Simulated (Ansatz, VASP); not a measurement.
Two plane-wave programs on RbTl2N

```
Rb Tl N
1.0
     3.88178    0.00000    0.00000
    -1.94089    3.36172    0.00000
     0.00000    0.00000   16.88265
Rb Tl N
2 4 2
Direct
  0.66667 0.33333 0.75000
  0.33333 0.66667 0.25000
  0.66667 0.33333 0.07702
  0.33333 0.66667 0.92298
  0.33333 0.66667 0.57702
  0.66667 0.33333 0.42298
  0.00000 0.00000 0.50000
  0.00000 0.00000 0.00000
```

Change from the starting cell: species swapped into the Tb2CI type (P6_3/mmc, No. 194).

Alike in both runs: functional PBE; k mesh 4 × 4 × 1; occupations gaussian, width 0.15 eV; no spin polarisation.

Ansatz relaxed the structure, and its values are those at the end. VASP's run is a single point on that final structure, the one shown.

|  | VASP | Ansatz |
| --- | --- | --- |
| version | VASP 6.6.1 | Ansatz 0.2.0 |
| potentials or method | VASP PAW PBE potentials, release 64 (Rb_sv, Tl_d, N), cutoff 520 eV | scalar-relativistic, plane waves, PAW |
| valence electrons in the cell | 80 | 80 |

|  | VASP | Ansatz | Ansatz less VASP |
| --- | --- | --- | --- |
| gap on the k mesh at the Fermi level (eV) | none | none | - |
| pressure (GPa) | -0.1 | -0.1 | +0.01 |
| rms of the force components (eV/Å) | 0.016 | 0.021 | +0.0045 |

A gap of «none» marks a metal or a gap that the smearing closes.

The k mesh is coarse, so the values compare programs but aren't converged. Neither program's run includes spin-orbit coupling.
